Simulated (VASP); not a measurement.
Write the native input for VASP 6.6.1 that does the following.

- Task: single point
- Functional: PBEsol
- Potentials or basis: VASP PAW PBE potentials, release 64 (Ni_sv_GW, O)
- Cutoff: 700 eV
- k mesh: 12 × 12 × 6
- Occupations: gaussian, width 0.05 eV
- Spin: no spin polarisation
- Dipole correction: no
- Further INCAR settings: ALGO = Normal; EDIFF = 1e-06; NBANDS = 22

The structure of NiO2 lies in POSCAR:

```
NiO2
1.0
    2.8419904474      0.0000000000      0.0000000000
   -1.4209952237      2.4612359247      0.0000000000
    0.0000000000      0.0000000000      4.7717019612
Ni O
1 2
Direct
    0.0000000000      0.0000000000      0.5000000000
    0.6666666667      0.3333333333      0.6499533987
    0.3333333333      0.6666666667      0.3500466013
```

This cell differs from its parent crystal: atoms shifted along a free coordinate, c/a of the conventional cell at fixed volume 1.6790.

These files were run (other wordings do the same):

INCAR

```
  PREC = Accurate
  ENCUT = 700
  EDIFF = 1E-6
  ISMEAR = 0
  SIGMA = 0.05
  LREAL = F
  LASPH = T
  NELM = 120
  ALGO = Normal
  ISIF = 2
  LWAVE = F
  LCHARG = F
  GGA = PS
  NBANDS = 22
  GGA_COMPAT = F
```

KPOINTS

```
Automatic mesh
0
Gamma
  12 12 6
```

Potentials or basis: VASP PAW PBE potentials, release 64 (Ni_sv_GW, O).

Command:

```sh
$ cat potpaw_PBE.64/Ni_sv_GW/POTCAR potpaw_PBE.64/O/POTCAR > POTCAR
$ mpirun -np 1 vasp_std > vasp.out
```

Results of the run:

```yaml
Pressure: 24.5 GPa
Largest_force: 3.918 eV/Å
Band_gap_on_the_k_mesh: 0.75 eV (least direct gap 1.23 eV)
```

Caveat: the cell stands under pressure; the PAW data sets were made with another functional, which shifts forces and pressure a little; the run has no spin polarisation, though such a crystal can be magnetic.

Run time: 86 s on 1 thread of Intel(R) Xeon(R) Platinum 8559C (Emerald Rapids), on a shared host, peak memory 0.27 GiB.
